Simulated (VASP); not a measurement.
Wanted: the native input for a VASP 6.6.1 run.

```yaml
Task: single point
Functional: PBEsol
Potentials_or_basis: VASP PAW PBE potentials, release 64 (Cr_pv, N)
Cutoff: 520 eV
k_mesh: 7 × 6 × 10
Occupations: fermi-dirac, width 0.05 eV
Spin: collinear spin, ferromagnetic start
Starting_moments: "[1.23, 0.91, 0.0, 0.0, 0.0, 0.0] μB"
Dipole_correction: no
Further_INCAR_settings: ALGO = Normal; EDIFF = 1e-06; NBANDS = 35
```

The structure of CrN2 lies in POSCAR:

```
CrN2
1.0
    3.9017860000      0.0000000000      0.0000000000
    0.0000000000      4.8095120000      0.0000000000
    0.0000000000      0.0000000000      2.7841700000
Cr N
2 4
Direct
    0.0000000000      0.0000000000      0.0000000000
    0.5000000000      0.5000000000      0.5000000000
    0.8661700000      0.5887750000      0.0000000000
    0.1338300000      0.4112250000      0.0000000000
    0.3661700000      0.9112250000      0.5000000000
    0.6338300000      0.0887750000      0.5000000000
```

These files were run (other wordings do the same):

INCAR

```
  PREC = Accurate
  ENCUT = 520
  EDIFF = 1E-6
  ISMEAR = -1
  SIGMA = 0.05
  LREAL = F
  LASPH = T
  NELM = 150
  ALGO = Normal
  ISIF = 2
  LWAVE = F
  LCHARG = F
  ISPIN = 2
  MAGMOM = 1.23 0.91 0 0 0 0
  LORBIT = 11
  LMAXMIX = 4
  GGA = PS
  NBANDS = 35
```

KPOINTS

```
regular mesh
0
Gamma
  7 6 10
```

Potentials or basis: VASP PAW PBE potentials, release 64 (Cr_pv, N).

Run with:

```sh
$ cat potpaw_PBE.64/Cr_pv/POTCAR potpaw_PBE.64/N/POTCAR > POTCAR
$ mpirun -np 1 vasp_std > vasp.out
```

Results of the run:

```
Pressure                                              : -9.7 GPa
Largest force                                         : 0.108 eV/Å
Net moment                                            : 4.24 μB per cell
Site moments                                          : Cr +2.20; N -0.09 μB
Valence electrons inside the program's atomic spheres : Cr 10.87; N 3.75
```

Caveat: the cell stands under tension; the PAW data sets were made with another functional, which shifts forces and pressure a little; the run started ferromagnetic, and an antiferromagnetic order may lie lower in energy.

It took 5 min on 1 thread of Intel(R) Xeon(R) Platinum 8488C (Sapphire Rapids), with other jobs on the host, peak memory 0.43 GiB.
